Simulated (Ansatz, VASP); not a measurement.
## One calculation of TiB2, two programs

Contents of INCAR:

```
PREC = Accurate ; ENCUT = 500
EDIFF = 1E-7 ; ISMEAR = -1
SIGMA = 1.0 ; LREAL = F
LASPH = T ; NELM = 120
ALGO = Normal ; ISIF = 3
LWAVE = F ; LCHARG = F
GGA = PE ; IBRION = 2
NSW = 80 ; EDIFFG = -0.005
GGA_COMPAT = F ; NELMIN = 4
```

KPOINTS

```
Automatic mesh
0
Gamma
  15 15 12
```

The input POSCAR:

```
TiB2
1.0
    3.0259273000      0.0000000000      0.0000000000
   -1.5129637000      2.6205299000      0.0000000000
    0.0000000000      0.0000000000      3.2287677000
Ti B
1 2
Direct
    0.0000000000      0.0000000000      0.0000000000
    0.3333333300      0.6666666700      0.5000000000
    0.6666666700      0.3333333300      0.5000000000
```

Input for Ansatz:

```yaml
crystal:
  lattice:
    - [3.0259273, 0.0, 0.0]
    - [-1.5129637, 2.6205299, 0.0]
    - [0.0, 0.0, 3.2287677]
  atoms:
    - { symbol: Ti, position: [0.0, 0.0, 0.0] }
    - { symbol: B, position: [0.33333333, 0.66666667, 0.5] }
    - { symbol: B, position: [0.66666667, 0.33333333, 0.5] }
basis:
  ecutwfc: 420
  xc_grid: 2
hamiltonian:
  xc: pbe
  pseudopotentials: { kind: paw, azcp: { folder: soft_1 } }
kpoints:
  mp_grid: { grid: [15, 15, 12] }
scf:
  occupations: { method: fermi_dirac, width: 1.0 }
  max_iter: 120
relax:
  f_tol: 0.005
  max_steps: 60
  cell: {}
output:
  forces: true
  stress: true
checkpoint:
  write: "../cell.run"
  compress: false
  write_wavefunctions: false
  write_every: 100000
```

Alike in both runs: task relaxation of cell and atoms; functional PBE; k mesh 15 × 15 × 12; occupations fermi-dirac, width 1 eV; no spin polarisation.

|  | VASP | Ansatz |
| --- | --- | --- |
| version | VASP 6.6.1 | Ansatz 0.2.0 |
| potentials or method | VASP PAW PBE potentials, release 64 (Ti_sv, B), cutoff 500 eV | plane-wave PAW DFT |
| valence electrons in the cell | 18 | 18 |

Ansatz gave:

| Quantity | Value |
| --- | --- |
| relaxed volume (Å³/atom) | 9.17 |
| relaxed cell length with the largest relative difference (Å) | 3.369 |

Task: Estimate VASP's values.

Result: Relaxed volume (Å³/atom): 9.17; relaxed cell length with the largest relative difference (Å): 3.370.
